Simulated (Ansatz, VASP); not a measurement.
**NbP in VASP and in Ansatz**

Contents of INCAR:

```
ALGO = Normal
EDIFF = 1E-6
ENCUT = 520
GGA = PE
ISIF = 2
ISMEAR = 0
LASPH = T
LCHARG = F
LREAL = F
LWAVE = F
NBANDS = 26
NELM = 100
PREC = Accurate
SIGMA = 0.15
```

KPOINTS

```
k-points
0
Gamma
  20 20 20
```

File POSCAR:

```
NbP
1.0
   -1.6735234228      1.6735234228      5.9425415200
    1.6735234228     -1.6735234228      5.9425415200
    1.6735234228      1.6735234228     -5.9425415200
Nb P
2 2
Direct
    0.7500346828      0.7500346828      0.0000000000
    0.5000346828      0.0000346828      0.5000000000
    0.3325938922      0.3325938922      0.0000000000
    0.0825938922      0.5825938922      0.5000000000
```

Input for Ansatz:

```yaml
crystal:
  lattice:
    - [-1.6735234228, 1.6735234228, 5.94254152]
    - [1.6735234228, -1.6735234228, 5.94254152]
    - [1.6735234228, 1.6735234228, -5.94254152]
  atoms:
    - { symbol: Nb, position: [0.7500346828, 0.7500346828, 0.0] }
    - { symbol: Nb, position: [0.5000346828, 3.46828e-05, 0.5] }
    - { symbol: P, position: [0.3325938922, 0.3325938922, 0.0] }
    - { symbol: P, position: [0.0825938922, 0.5825938922, 0.5] }
basis:
  ecutwfc: 420
kpoints:
  mp_grid: { grid: [20, 20, 20] }
hamiltonian:
  xc: pbe
scf:
  occupations: { method: gaussian, width: 0.15 }
output:
  forces: true
  stress: true
  eigenvalues: true
```

Change from the starting cell: strain +0.000 along x and y, +0.040 along z, atoms carried along.

Alike in both runs: task single point; functional PBE; k mesh 20 × 20 × 20; occupations gaussian, width 0.15 eV; no spin polarisation.

```csv
,VASP,Ansatz
version,VASP 6.6.1,Ansatz 0.2.0
potentials or method,"VASP PAW PBE potentials, release 64 (Nb_sv, P), cutoff 520 eV","scalar-relativistic, plane waves, PAW"
valence electrons in the cell,36,36
```

|  | VASP | Ansatz | Ansatz less VASP |
| --- | --- | --- | --- |
| gap on the k mesh at the Fermi level (eV) | none | none | - |
| pressure (GPa) | -6.4 | -6.1 | +0.34 |
| traceless stress, the component that is largest in VASP (GPa) | -3.94 | -3.97 | -0.026 |
| rms of the force components (eV/Å) | 0.120 | 0.121 | +0.0006 |

Atom by atom the forces differ by 0.001 eV/Å (rms over components). A gap of «none» marks a metal or a gap that the smearing closes.
